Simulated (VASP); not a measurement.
# Li2O (t.b) (Fm-3m) in VASP: single point with PBE

Aim: the single point of Li2O (t.b) with PBE.

Program: VASP 6.6.1. These are calculated values, not measurements. Logs are shortened: lines on timing, memory, paths and dates and some standing lists are left out, and cuts for length are marked.

### Step 1. The cell of the first run

It takes space group Fm-3m (No. 225, cubic). The conventional cell has a = 4.625 Å, b = 4.625 Å, c = 4.625 Å, α = 90.00°, β = 90.00°, γ = 90.00°. O (site symmetry m-3m) has 8 Li at 2.00 Å within 2.7 Å. Within 2.7 Å of Li (site symmetry -43m) lie 4 O at 2.00 Å and 6 Li at 2.31 Å.

### Step 2. Single point, PBE

The input, INCAR:

```
ALGO = Normal
EDIFF = 1E-6
ENCUT = 750
GGA = PE
GGA_COMPAT = False
ISIF = 2
ISMEAR = 0
LASPH = True
LCHARG = False
LREAL = False
LWAVE = False
NBANDS = 13
NELM = 120
PREC = Accurate
SIGMA = 0.02
```

The input, KPOINTS:

```
k-points
0
Gamma
  8 8 8
```

The input, POSCAR:

```
Li2O
1.0
    0.0000000000      2.3124943325      2.3124943325
    2.3124943325      0.0000000000      2.3124943325
    2.3124943325      2.3124943325      0.0000000000
O Li
1 2
Direct
    0.0000000000      0.0000000000      0.0000000000
    0.2500000000      0.2500000000      0.2500000000
    0.7500000000      0.7500000000      0.7500000000
```

Potentials or basis: VASP PAW PBE potentials, release 64 (O, Li_sv).

The run is started by

```bash
$ cat potpaw_PBE.64/O/POTCAR potpaw_PBE.64/Li_sv/POTCAR > POTCAR
$ mpirun -np 1 vasp_std > vasp.out
```

OUTCAR:

```text
EDIFF = 1E-6
   ENCUT = 750
   GGA = PE
   ISIF = 2
   ISMEAR = 0
   LASPH = True
   LREAL = False
   NELM = 120
   PREC = Accurate

 ion  position               nearest neighbor table
   1  0.000  0.000  0.000-   3 2.00   3 2.00   3 2.00   2 2.00   3 2.00   2 2.00   2 2.00   2 2.00

   2  0.250  0.250  0.250-   1 2.00   1 2.00   1 2.00   1 2.00   3 2.31   3 2.31   3 2.31   3 2.31
                             3 2.31   3 2.31
   3  0.750  0.750  0.750-   1 2.00   1 2.00   1 2.00   1 2.00   2 2.31   2 2.31   2 2.31   2 2.31
                             2 2.31   2 2.31

  LATTYP: Found a face centered cubic cell.
 ALAT       =     4.6249886650

  Lattice vectors:

 A1 = (   0.0000000000,   2.3124943325,   2.3124943325)
 A2 = (   2.3124943325,   0.0000000000,   2.3124943325)
 A3 = (   2.3124943325,   2.3124943325,   0.0000000000)

Analysis of symmetry for initial positions (statically):
=====================================================================
 Subroutine PRICEL returns:
 Original cell was already a primitive cell.

 Routine SETGRP: Setting up the symmetry group for a
 face centered cubic supercell.

 Subroutine GETGRP returns: Found 48 space group operations
 (whereof 48 operations were pure point group operations)
 out of a pool of 48 trial point group operations.

The static configuration has the point symmetry O_h .

Analysis of symmetry for dynamics (positions and initial velocities):
=====================================================================
 Subroutine PRICEL returns:
 Original cell was already a primitive cell.

 Routine SETGRP: Setting up the symmetry group for a
 face centered cubic supercell.

 Subroutine GETGRP returns: Found 48 space group operations
 (whereof 48 operations were pure point group operations)
 out of a pool of 48 trial point group operations.

The dynamic configuration has the point symmetry O_h .

 Subroutine INISYM returns: Found 48 space group operations
 (whereof 48 operations are pure point group operations),
 and found     1 'primitive' translations

----------------------------------------------------------------------------------------

                                     Primitive cell

  volume of cell :      24.7327

  direct lattice vectors                    reciprocal lattice vectors
[... 91 lines left out ...]
   EDIFFG = 0.1E-04   stopping-criterion for IOM
   NSW    =      0    number of steps for IOM
   IBRION =     -1    ionic relax: 0-MD 1-quasi-New 2-CG
   NFREE  =      0    steps in history (QN), initial steepest desc. (CG)
   ISIF   =      2    stress and relaxation
   ISYM   =      2    0-nonsym 1-usesym 2-fastsym
   POTIM  = 0.5000    time-step for ionic-motion
   TEBEG  =    0.0;   TEEND  =   0.0 temperature during run
   PSTRESS=    0.0 pullay stress
   NELECT =      12.0000    total number of electrons
   NUPDOWN=      -1.0000    fix difference up-down
   EMIN   =  10.00;   EMAX   =-10.00  energy-range for DOS
   EFERMI =   0.00;   METHOD = LEGACY
   ISMEAR =     0;   SIGMA  =   0.02  broadening in eV -4-tet -1-fermi 0-gaus
   EFERMI_NEDOS =   21; number of points for ismear=-14 and -15
   IALGO  =     38    algorithm
   IMIX   =      4    mixing-type and parameters
     AMIX     =   0.40;   BMIX     =  1.00
     AMIX_MAG =   1.60;   BMIX_MAG =  1.00
  volume/ion in A,a.u.               =       8.24        55.63
  Fermi-wavevector in a.u.,A,eV,Ry     =   1.286406  2.430954 22.515455  1.654839
  Thomas-Fermi vector in A             =   2.418482
   LORBIT       =      0    0 simple, 1 ext, 2 COOP (PROOUT), +10 PAW based schemes
   GGA     = PE    functional components
   LHFCALC =     F    Hartree Fock is set to
   AEXX    =    0.0000 exact exchange contribution
   IVDW    =     0    specifies the selected vdW correction
   LEPSILON=     F    determine dielectric tensor
   LRPA    =     F    only Hartree local field effects (RPA)
 non-spin polarized calculation
 Gauss-broadening in eV      SIGMA  =   0.02
  energy-cutoff  :      750.00
  volume of cell :       24.73
 maximum number of plane-waves:      1174
 NGX is ok and might be reduce to    30
   NGX = 15   NGY = 15   NGZ = 15

 number of electron      12.0000000 magnetization

 Free energy of the ion-electron system (eV)
  ---------------------------------------------------
  ext. energy  EPLUGINS =         0.00000000
  ---------------------------------------------------
  free energy    TOTEN  =       -14.35620984 eV

  energy without entropy =      -14.35620984  energy(sigma->0) =      -14.35620984

 E-fermi :   1.4643     XC(G=0):  -9.7375

 val. band max:        1.3150149022   @ k =   0.0000   0.0000   0.0000
 cond. band min:       6.2869721006   @ k =   0.5000   0.5000   0.0000
 fundamental gap:      4.9719571984
 Fermi energy:         1.4642883086

 k-point     1 :       0.0000    0.0000    0.0000
  band No.  band energies     occupation
      1     -41.6747      2.00000
      2     -41.3488      2.00000
      3     -14.1279      2.00000
      4       1.3150      2.00000
      5       1.3150      2.00000
      6       1.3150      2.00000
      7       6.5555      0.00000
      8      13.2322      0.00000
      9      13.2322      0.00000
     10      13.2322      0.00000
     11      20.2787      0.00000
     12      20.2787      0.00000
     13      20.2787      0.00000
[... 354 lines left out ...]
  band No.  band energies     occupation
      1     -41.4969      2.00000
      2     -41.4964      2.00000
      3     -13.8722      2.00000
      4      -1.1342      2.00000
      5       0.3138      2.00000
      6       0.5120      2.00000
      7       9.2537      0.00000
      8      11.5355      0.00000
      9      14.3465      0.00000
     10      14.6919      0.00000
     11      18.8064      0.00000
     12      19.1766      0.00000
     13      24.2581      0.00000

 [... further k-points ...]
[... 5 lines left out ...]
  --------------------------------------------------------------------------------------
  -------------------------------------------------------------------------------------
  Total       -0.0429868     -0.0429868     -0.0429868     -0.0000000      0.0000000     -0.0000000
  in kB       -2.7846676     -2.7846676     -2.7846676     -0.0000000      0.0000000     -0.0000000
  external PRESSURE =      -2.7846676 kB  Pullay stress =       0.0000000 kB

 VOLUME and BASIS-vectors are now :
 -----------------------------------------------------------------------------
  energy-cutoff  :      750.00
  volume of cell :       24.73
      direct lattice vectors                 reciprocal lattice vectors
     0.000000000  2.312494333  2.312494333    -0.216216746  0.216216746  0.216216746
     2.312494333  0.000000000  2.312494333     0.216216746 -0.216216746  0.216216746
     2.312494333  2.312494333  0.000000000     0.216216746  0.216216746 -0.216216746

 POSITION                                       TOTAL-FORCE (eV/Angst)
 -----------------------------------------------------------------------------------
      0.00000      0.00000      0.00000         0.000000     -0.000000     -0.000000
      1.15625      1.15625      1.15625         0.000000      0.000000      0.000000
      3.46874      3.46874      3.46874        -0.000000     -0.000000     -0.000000
 -----------------------------------------------------------------------------------
    total drift:                                0.000000     -0.000000      0.000000

  FREE ENERGIE OF THE ION-ELECTRON SYSTEM (eV)
  ---------------------------------------------------
  free  energy   TOTEN  =       -14.3562098435 eV

  energy  without entropy=      -14.3562098435  energy(sigma->0) =      -14.35620984
```

stdout:

```text
POSCAR found type information on POSCAR O Li
 POSCAR found :  2 types and       3 ions
 scaLAPACK will be used
 LDA part: xc-table for (Slater+PW92), standard interpolation
 POSCAR, INCAR and KPOINTS ok, starting setup
 FFT: planning ... GRIDC
 FFT: planning ... GRID_SOFT
 FFT: planning ... GRID
 WAVECAR not read
 entering main loop
```

Wall time 10 s (1 thread of Intel Xeon Platinum 8488C (Sapphire Rapids), shared host); peak memory 0.16 GiB.

What came out:

```
Free energy            : -14.3562 eV
Pressure               : -0.3 GPa
Band gap on the k mesh : 4.97 eV, indirect (least direct gap 5.24 eV)
```
